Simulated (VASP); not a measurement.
Nd4O, 5 atoms in the cell. It takes space group P-43m (No. 215, cubic). The conventional cell has a = 5.447 Å, b = 5.447 Å, c = 5.447 Å, α = 90.00°, β = 90.00°, γ = 90.00°. Within 3.0 Å of Nd (site symmetry 3m) lie 1 O at 2.28 Å. Within 3.0 Å of O (site symmetry -43m) lie 4 Nd at 2.28 Å. 

```yaml
Program: VASP 6.6.1
Task: vibrations by perturbation theory
Functional: PBE
Potentials_or_basis: VASP PAW PBE potentials, release 64 (Nd_3, O), 4f in core
Cutoff: 600 eV
k_mesh: 8 × 8 × 8
Occupations: fermi-dirac, width 0.15 eV
Spin: no spin polarisation
Dipole_correction: no
Further_INCAR_settings: ALGO = Normal; EDIFF = 1e-08; NBANDS = 33; IBRION = 8; NSW = 1
```

Potentials or basis: VASP PAW PBE potentials, release 64 (Nd_3, O), 4f in core.

Launch:

```console
$ cat potpaw_PBE.64/Nd_3/POTCAR potpaw_PBE.64/O/POTCAR > POTCAR
$ mpirun -np 4 vasp_std > vasp.out
```

Hardware: 4 MPI ranks on AMD EPYC 9R45 96-Core Processor (Zen 5), with other jobs on the host.

Estimate the wall time of this run.

Wall time 11 min on 4 MPI ranks on AMD EPYC 9R45 96-Core Processor (Zen 5), with other jobs on the host, peak memory 1.8 GiB a rank. Counts: scf iterations 56, k points 35.
